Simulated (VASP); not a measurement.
# Hf (P6_3/mmc) in VASP: a series of runs

Runs on Hf. Level: revPBE+D3(BJ). Tasks: single point.

Program: VASP 6.6.1. These are calculated values, not measurements. Logs are shortened: lines on timing, memory, paths and dates and some standing lists are left out, and cuts for length are marked.

## (1) The cell of the first run

It takes space group P6_3/mmc (No. 194, hexagonal). Conventional cell: a = 3.008 Å, b = 3.008 Å, c = 4.819 Å, α = 90.00°, β = 90.00°, γ = 120.00°. Hf (site symmetry -6m2) has 12 Hf at 2.97 to 3.01 Å within 3.9 Å.

## (2) Single point, revPBE+D3(BJ)

INCAR reads:

```
SYSTEM = Hf
PREC = Accurate
ENCUT = 520
EDIFF = 1E-6
ISMEAR = -1
SIGMA = 0.1
LREAL = .False.
LASPH = .True.
NELM = 60
ALGO = Normal
ISIF = 2
LWAVE = .False.
LCHARG = .False.
GGA = RE
IVDW = 12
NBANDS = 17
```

KPOINTS reads:

```
regular mesh
0
Gamma
  9 9 5
  0 0 0
```

POSCAR reads:

```
Hf
1.0
    3.0075354003      0.0000000000      0.0000000000
   -1.5037677001      2.6046020594      0.0000000000
    0.0000000000      0.0000000000      4.8188490130
Hf
2
Direct
    0.3333333333      0.6666666667      0.2500000000
    0.6666666667      0.3333333333      0.7500000000
```

Potentials or basis: VASP PAW PBE potentials, release 64 (Hf_pv).

Run with:

```console
$ cat potpaw_PBE.64/Hf_pv/POTCAR > POTCAR
$ mpirun -np 1 vasp_std > vasp.out
```

OUTCAR:

```text
SYSTEM = Hf
   PREC = Accurate
   ENCUT = 520
   EDIFF = 1E-6
   ISMEAR = -1
   LREAL = .False.
   LASPH = .True.
   NELM = 60
   ISIF = 2
   GGA = RE
   IVDW = 12
 IVDW          = 12

 ion  position               nearest neighbor table
   1  0.333  0.667  0.250-   2 2.97   2 2.97   2 2.97   2 2.97   2 2.97   2 2.97
   2  0.667  0.333  0.750-   1 2.97   1 2.97   1 2.97   1 2.97   1 2.97   1 2.97

  LATTYP: Found a hexagonal cell.
 ALAT       =     3.0075354003
 C/A-ratio  =     1.6022584514

  Lattice vectors:

 A1 = (   3.0075354003,   0.0000000000,   0.0000000000)
 A2 = (  -1.5037677001,   2.6046020594,   0.0000000000)
 A3 = (   0.0000000000,   0.0000000000,   4.8188490130)

Analysis of symmetry for initial positions (statically):
=====================================================================
 Subroutine PRICEL returns:
 Original cell was already a primitive cell.

 Routine SETGRP: Setting up the symmetry group for a
 hexagonal supercell.

 Subroutine GETGRP returns: Found 24 space group operations
 (whereof 12 operations were pure point group operations)
 out of a pool of 24 trial point group operations.

The static configuration has the point symmetry D_3d.
 The point group associated with its full space group is D_6h.

Analysis of symmetry for dynamics (positions and initial velocities):
=====================================================================
 Subroutine PRICEL returns:
 Original cell was already a primitive cell.

 Routine SETGRP: Setting up the symmetry group for a
 hexagonal supercell.

 Subroutine GETGRP returns: Found 24 space group operations
 (whereof 12 operations were pure point group operations)
 out of a pool of 24 trial point group operations.

The dynamic configuration has the point symmetry D_3d.
 The point group associated with its full space group is D_6h.

 Subroutine INISYM returns: Found 24 space group operations
 (whereof 12 operations are pure point group operations),
 and found     1 'primitive' translations

----------------------------------------------------------------------------------------

                                     Primitive cell

  volume of cell :      37.7481

  direct lattice vectors                    reciprocal lattice vectors
     3.007535400  0.000000000  0.000000000     0.332498164  0.191967905  0.000000000
    -1.503767700  2.604602059  0.000000000     0.000000000  0.383935809  0.000000000
     0.000000000  0.000000000  4.818849013     0.000000000  0.000000000  0.207518434

[... 82 lines left out ...]
   NELM   =     60;   NELMIN=  2; NELMDL= -5     # of ELM steps
   EDIFF  = 0.1E-05   stopping-criterion for ELM
   LREAL  =      F    real-space projection
   EDIFFG = 0.1E-04   stopping-criterion for IOM
   NSW    =      0    number of steps for IOM
   IBRION =     -1    ionic relax: 0-MD 1-quasi-New 2-CG
   NFREE  =      0    steps in history (QN), initial steepest desc. (CG)
   ISIF   =      2    stress and relaxation
   ISYM   =      2    0-nonsym 1-usesym 2-fastsym
   POTIM  = 0.5000    time-step for ionic-motion
   TEBEG  =    0.0;   TEEND  =   0.0 temperature during run
   PSTRESS=    0.0 pullay stress
   NELECT =      20.0000    total number of electrons
   NUPDOWN=      -1.0000    fix difference up-down
   EMIN   =  10.00;   EMAX   =-10.00  energy-range for DOS
   EFERMI =   0.00;   METHOD = LEGACY
   ISMEAR =    -1;   SIGMA  =   0.10  broadening in eV -4-tet -1-fermi 0-gaus
   EFERMI_NEDOS =   21; number of points for ismear=-14 and -15
   IALGO  =     38    algorithm
   IMIX   =      4    mixing-type and parameters
     AMIX     =   0.40;   BMIX     =  1.00
     AMIX_MAG =   1.60;   BMIX_MAG =  1.00
  volume/ion in A,a.u.               =      18.87       127.37
  Fermi-wavevector in a.u.,A,eV,Ry     =   1.324707  2.503332 23.876149  1.754847
  Thomas-Fermi vector in A             =   2.454221
   LORBIT       =      0    0 simple, 1 ext, 2 COOP (PROOUT), +10 PAW based schemes
   GGA     = RE    functional components
   LHFCALC =     F    Hartree Fock is set to
   AEXX    =    0.0000 exact exchange contribution
   IVDW    =    12    specifies the selected vdW correction
   LEPSILON=     F    determine dielectric tensor
   LRPA    =     F    only Hartree local field effects (RPA)
 non-spin polarized calculation
  energy-cutoff  :      520.00
  volume of cell :       37.75
 maximum number of plane-waves:      1033
 NGX is ok and might be reduce to    24
   NGX = 11   NGY = 11   NGZ = 17

 number of electron      19.9999998 magnetization

 Free energy of the ion-electron system (eV)
  ---------------------------------------------------
  ext. energy  EPLUGINS =         0.00000000
  ---------------------------------------------------
  free energy    TOTEN  =       -18.60307643 eV

  energy without entropy =      -18.55917064  energy(sigma->0) =      -18.58112354

 E-fermi :   6.2264     XC(G=0): -12.0416

 val. band max:        6.2037581546   @ k =   0.0000   0.0000   0.4000
 cond. band min:       6.2818508693   @ k =   0.3333   0.3333   0.4000
 fundamental gap:      0.0780927148
 Fermi energy:         6.2263949109

 k-point     1 :       0.0000    0.0000    0.0000
  band No.  band energies     occupation
      1     -24.8216      2.00000
      2     -23.5526      2.00000
      3     -23.5526      2.00000
      4     -23.3599      2.00000
      5     -23.3528      2.00000
      6     -23.3528      2.00000
[... 457 lines left out ...]
      4     -23.9772      2.00000
      5     -23.7717      2.00000
      6     -23.7717      2.00000
[... 9 lines left out ...]
     16      12.5597      0.00000
     17      13.8909      0.00000

 [... further k-points ...]

------------------------ aborting loop because EDIFF is reached ----------------------------------------

 Edisp (eV)   -1.87479

 E8    (eV) :    -1.4308

  FORCE on cell =-STRESS in cart. coord.  units (eV):
  Direction    XX          YY          ZZ          XY          YZ          ZX
  --------------------------------------------------------------------------------------
  -------------------------------------------------------------------------------------
  Total       4.60289     4.60289     4.55615     0.00000    -0.00000    -0.00000
  in kB     195.36475   195.36475   193.38059     0.00000    -0.00000    -0.00000
  external pressure =      194.70 kB  Pullay stress =        0.00 kB

 VOLUME and BASIS-vectors are now :
 -----------------------------------------------------------------------------
  energy-cutoff  :      520.00
  volume of cell :       37.75
      direct lattice vectors                 reciprocal lattice vectors
     3.007535400  0.000000000  0.000000000     0.332498164  0.191967905  0.000000000
    -1.503767700  2.604602059  0.000000000     0.000000000  0.383935809  0.000000000
     0.000000000  0.000000000  4.818849013     0.000000000  0.000000000  0.207518434

 POSITION                                       TOTAL-FORCE (eV/Angst)
 -----------------------------------------------------------------------------------
     -0.00000      1.73640      1.20471        -0.000000      0.000000      0.000000
      1.50377      0.86820      3.61414         0.000000     -0.000000      0.000000
 -----------------------------------------------------------------------------------
    total drift:                                0.000000     -0.000000      0.000000

  FREE ENERGIE OF THE ION-ELECTRON SYSTEM (eV)
  ---------------------------------------------------
  free  energy   TOTEN  =       -20.4778623909 eV

  energy  without entropy=      -20.4339566012  energy(sigma->0) =      -20.45590950
```

stdout:

```text
POSCAR found type information on POSCAR Hf
 POSCAR found :  1 types and       2 ions
 scaLAPACK will be used
 -----------------------------------------------------------------------------
|                                                                             |
|                                                                             |
|     You enforced a specific xc type in the INCAR file but a different       |
|     I HOPE YOU KNOW WHAT YOU ARE DOING!                                     |
|                                                                             |
 -----------------------------------------------------------------------------

 LDA part: xc-table for (Slater+PW92), standard interpolation
 POSCAR, INCAR and KPOINTS ok, starting setup
 FFT: planning ... GRIDC
 FFT: planning ... GRID_SOFT
 FFT: planning ... GRID
 WAVECAR not read
 entering main loop
```

Run time: 11 s. Hardware: 1 thread of Intel Xeon Platinum 8488C (Sapphire Rapids), shared host; peak memory 0.17 GiB.

Results:

```
Free energy                : -20.4779 eV
Pressure                   : 19.5 GPa
Band gap on the k mesh     : zero (band 10 reaches 7.48 eV, above the bottom of band 11 at 5.93 eV)
Dispersion energy per atom : -0.937 eV
```

Stress tensor (GPa, compression positive):
```
19.54  0.00  0.00
 0.00 19.54  0.00
 0.00  0.00 19.34
```

Levels at points of the mesh, in eV from the Fermi level:
```tsv
k point	band 7	band 8	band 9	band 10	band 11	band 12	band 13	band 14
(0.00, 0.00, 0.00)	-7.91	-4.28	1.25	1.25	1.26	1.43	2.24	2.24
```

Caveat: the PAW data sets were made with another functional, which shifts forces and pressure a little; spin-orbit coupling is left out, which moves the levels of the heavy elements; pairwise dispersion overbinds metals, which lowers pressure and volume.

## (3) Single point, revPBE+D3(BJ)

This run uses another cell than the first one, of 20.10 Å³/atom, 1.065 times its volume.

INCAR reads:

```
SYSTEM = Hf
PREC = Accurate
ENCUT = 520
EDIFF = 1E-7
ISMEAR = -1
SIGMA = 0.1
LREAL = .FALSE.
LASPH = .TRUE.
NELM = 60
ALGO = Normal
ISIF = 2
LWAVE = .FALSE.
LCHARG = .FALSE.
GGA = RE
IVDW = 12
NBANDS = 17
```

KPOINTS reads:

```
Automatic mesh
0
G
  9 9 5
  0 0 0
```

POSCAR reads:

```
Hf
1.0
    3.0768721855      0.0000000000      0.0000000000
   -1.5384360927      2.6646494768      0.0000000000
    0.0000000000      0.0000000000      4.9023071171
Hf
2
Direct
    0.3333333333      0.6666666667      0.2500000000
    0.6666666667      0.3333333333      0.7500000000
```

Potentials or basis: VASP PAW PBE potentials, release 64 (Hf_pv).

Run with:

```console
$ cat potpaw_PBE.64/Hf_pv/POTCAR > POTCAR
$ mpirun -np 1 vasp_std > vasp.out
```

It took 14 s on 1 thread of Intel Xeon Platinum 8488C (Sapphire Rapids), shared host; peak memory 0.17 GiB.

It converged, with:

- Free energy: -20.6962 eV
- Pressure: 9.5 GPa
- Band gap on the k mesh: zero (band 10 reaches 6.99 eV, above the bottom of band 11 at 5.42 eV)
- Dispersion energy per atom: -0.879 eV

Stress tensor (GPa, compression positive):
```
9.53 0.00 0.00
0.00 9.53 0.00
0.00 0.00 9.41
```

Levels at points of the mesh, in eV from the Fermi level:
| k point | band 7 | band 8 | band 9 | band 10 | band 11 | band 12 | band 13 | band 14 |
| --- | --- | --- | --- | --- | --- | --- | --- | --- |
| (0.00, 0.00, 0.00) | -7.73 | -4.05 | 1.00 | 1.24 | 1.24 | 1.47 | 2.17 | 2.17 |

Caveat: the PAW data sets were made with another functional, which shifts forces and pressure a little; spin-orbit coupling is left out, which moves the levels of the heavy elements; pairwise dispersion overbinds metals, which lowers pressure and volume.

## (4) Single point, revPBE+D3(BJ)

This run uses another cell than the first one, of 20.85 Å³/atom, 1.105 times its volume.

INCAR reads:

```
SYSTEM = Hf
ALGO = Normal
EDIFF = 1E-6
ENCUT = 520
GGA = RE
ISIF = 2
ISMEAR = -1
IVDW = 12
LASPH = .True.
LCHARG = .True.
LELF = .True.
LREAL = .False.
LVHAR = .True.
LWAVE = .False.
NBANDS = 17
NELM = 100
PREC = Accurate
SIGMA = 0.1
```

KPOINTS reads:

```
k-points
0
Gamma
  9 9 5
  0 0 0
```

POSCAR reads:

```
Hf
1.0
    3.1178664794      0.0000000000      0.0000000000
   -1.5589332397      2.7001515768      0.0000000000
    0.0000000000      0.0000000000      4.9531369796
Hf
2
Direct
    0.3333333333      0.6666666667      0.2500000000
    0.6666666667      0.3333333333      0.7500000000
```

Potentials or basis: VASP PAW PBE potentials, release 64 (Hf_pv).

Run with:

```console
$ cat potpaw_PBE.64/Hf_pv/POTCAR > POTCAR
$ mpirun -np 1 vasp_std > vasp.out
```

OUTCAR:

```text
SYSTEM = Hf
   EDIFF = 1E-6
   ENCUT = 520
   GGA = RE
   ISIF = 2
   ISMEAR = -1
   IVDW = 12
   LASPH = .True.
   LREAL = .False.
   NELM = 100
   PREC = Accurate
 IVDW          = 12

 ion  position               nearest neighbor table
   1  0.333  0.667  0.250-   2 3.06   2 3.06   2 3.06   2 3.06   2 3.06   2 3.06
   2  0.667  0.333  0.750-   1 3.06   1 3.06   1 3.06   1 3.06   1 3.06   1 3.06

  LATTYP: Found a hexagonal cell.
 ALAT       =     3.1178664794
 C/A-ratio  =     1.5886302420

  Lattice vectors:

 A1 = (   3.1178664794,   0.0000000000,   0.0000000000)
 A2 = (  -1.5589332397,   2.7001515768,   0.0000000000)
 A3 = (   0.0000000000,   0.0000000000,   4.9531369796)

Analysis of symmetry for initial positions (statically):
=====================================================================
 Subroutine PRICEL returns:
 Original cell was already a primitive cell.

 Routine SETGRP: Setting up the symmetry group for a
 hexagonal supercell.

 Subroutine GETGRP returns: Found 24 space group operations
 (whereof 12 operations were pure point group operations)
 out of a pool of 24 trial point group operations.

The static configuration has the point symmetry D_3d.
 The point group associated with its full space group is D_6h.

Analysis of symmetry for dynamics (positions and initial velocities):
=====================================================================
 Subroutine PRICEL returns:
 Original cell was already a primitive cell.

 Routine SETGRP: Setting up the symmetry group for a
 hexagonal supercell.

 Subroutine GETGRP returns: Found 24 space group operations
 (whereof 12 operations were pure point group operations)
 out of a pool of 24 trial point group operations.

The dynamic configuration has the point symmetry D_3d.
 The point group associated with its full space group is D_6h.

 Subroutine INISYM returns: Found 24 space group operations
 (whereof 12 operations are pure point group operations),
 and found     1 'primitive' translations
[... 112 lines left out ...]
   IALGO  =     38    algorithm
   IMIX   =      4    mixing-type and parameters
     AMIX     =   0.40;   BMIX     =  1.00
     AMIX_MAG =   1.60;   BMIX_MAG =  1.00
  volume/ion in A,a.u.               =      20.85       140.70
  Fermi-wavevector in a.u.,A,eV,Ry     =   1.281473  2.421633 22.343125  1.642173
  Thomas-Fermi vector in A             =   2.413841
   LORBIT       =      0    0 simple, 1 ext, 2 COOP (PROOUT), +10 PAW based schemes
   GGA     = RE    functional components
   LHFCALC =     F    Hartree Fock is set to
   AEXX    =    0.0000 exact exchange contribution
   IVDW    =    12    specifies the selected vdW correction
   LEPSILON=     F    determine dielectric tensor
   LRPA    =     F    only Hartree local field effects (RPA)
 non-spin polarized calculation
  energy-cutoff  :      520.00
  volume of cell :       41.70
 maximum number of plane-waves:      1134
 NGX is ok and might be reduce to    24
   NGX = 11   NGY = 11   NGZ = 19

 number of electron      19.9999997 magnetization

 Free energy of the ion-electron system (eV)
  ---------------------------------------------------
  ext. energy  EPLUGINS =         0.00000000
  ---------------------------------------------------
  free energy    TOTEN  =       -19.06897346 eV

  energy without entropy =      -19.02243038  energy(sigma->0) =      -19.04570192

 E-fermi :   5.4819     XC(G=0): -11.5636

 val. band max:        5.4515980628   @ k =   0.0000   0.0000   0.4000
 cond. band min:       5.5941402903   @ k =   0.2222   0.2222   0.4000
 fundamental gap:      0.1425422274
 Fermi energy:         5.4819402512

 k-point     1 :       0.0000    0.0000    0.0000
  band No.  band energies     occupation
      1     -25.5593      2.00000
      2     -24.6266      2.00000
      3     -24.6266      2.00000
      4     -24.4782      2.00000
      5     -24.4717      2.00000
      6     -24.4717      2.00000
[... 457 lines left out ...]
      4     -24.9095      2.00000
      5     -24.7794      2.00000
      6     -24.7794      2.00000
[... 9 lines left out ...]
     16      11.2201      0.00000
     17      12.2573      0.00000

 [... further k-points ...]

------------------------ aborting loop because EDIFF is reached ----------------------------------------

 Edisp (eV)   -1.69274

 E8    (eV) :    -1.2916

  FORCE on cell =-STRESS in cart. coord.  units (eV):
  Direction    XX          YY          ZZ          XY          YZ          ZX
  --------------------------------------------------------------------------------------
  -------------------------------------------------------------------------------------
  Total       1.18416     1.18416     1.15227    -0.00000     0.00000     0.00000
  in kB      45.49829    45.49829    44.27280    -0.00000     0.00000     0.00000
  external pressure =       45.09 kB  Pullay stress =        0.00 kB

 VOLUME and BASIS-vectors are now :
 -----------------------------------------------------------------------------
  energy-cutoff  :      520.00
  volume of cell :       41.70
      direct lattice vectors                 reciprocal lattice vectors
     3.117866479  0.000000000  0.000000000     0.320732144  0.185174790  0.000000000
    -1.558933240  2.700151577  0.000000000     0.000000000  0.370349579  0.000000000
     0.000000000  0.000000000  4.953136980     0.000000000  0.000000000  0.201892256

 POSITION                                       TOTAL-FORCE (eV/Angst)
 -----------------------------------------------------------------------------------
     -0.00000      1.80010      1.23828        -0.000000      0.000000      0.000000
      1.55893      0.90005      3.71485         0.000000     -0.000000      0.000000
 -----------------------------------------------------------------------------------
    total drift:                               -0.000000      0.000000     -0.000000

  FREE ENERGIE OF THE ION-ELECTRON SYSTEM (eV)
  ---------------------------------------------------
  free  energy   TOTEN  =       -20.7617175652 eV

  energy  without entropy=      -20.7151744909  energy(sigma->0) =      -20.73844603
```

stdout:

```text
POSCAR found type information on POSCAR Hf
 POSCAR found :  1 types and       2 ions
 scaLAPACK will be used
 -----------------------------------------------------------------------------
|                                                                             |
|                                                                             |
|     You enforced a specific xc type in the INCAR file but a different       |
|     I HOPE YOU KNOW WHAT YOU ARE DOING!                                     |
|                                                                             |
 -----------------------------------------------------------------------------

 LDA part: xc-table for (Slater+PW92), standard interpolation
 POSCAR, INCAR and KPOINTS ok, starting setup
 FFT: planning ... GRIDC
 FFT: planning ... GRID_SOFT
 FFT: planning ... GRID
 WAVECAR not read
 entering main loop
```

Run time: 14 s. Hardware: 1 thread of Intel Xeon Platinum 8488C (Sapphire Rapids), shared host; peak memory 0.18 GiB.

What came out:

```
Free energy                : -20.7617 eV
Pressure                   : 4.5 GPa
Band gap on the k mesh     : zero (band 10 reaches 6.72 eV, above the bottom of band 11 at 5.14 eV)
Dispersion energy per atom : -0.846 eV
```

Caveat: the PAW data sets were made with another functional, which shifts forces and pressure a little; spin-orbit coupling is left out, which moves the levels of the heavy elements; pairwise dispersion overbinds metals, which lowers pressure and volume.

## (5) The runs side by side

```csv
cell,gap on the mesh (eV),pressure (GPa)
"a = 3.008, b = 3.008, c = 4.819 Å, angles 90.0, 90.0, 120.0°, 2 atoms",none,19.5
"a = 3.077, b = 3.077, c = 4.902 Å, angles 90.0, 90.0, 120.0°, 2 atoms",none,9.5
"a = 3.118, b = 3.118, c = 4.953 Å, angles 90.0, 90.0, 120.0°, 2 atoms",none,4.5
```

Alike in all rows: task single point; level revPBE+D3(BJ); potentials or basis VASP PAW PBE potentials, release 64 (Hf_pv); no spin polarisation; k mesh 9 × 9 × 5; cutoff (eV) 520; smearing fermi-dirac 0.1 eV.

Caveats: the PAW data sets were made with another functional, which shifts forces and pressure a little; spin-orbit coupling is left out, which moves the levels of the heavy elements; pairwise dispersion overbinds metals, which lowers pressure and volume.

Absolute energies hang on the potentials; compare differences alone.
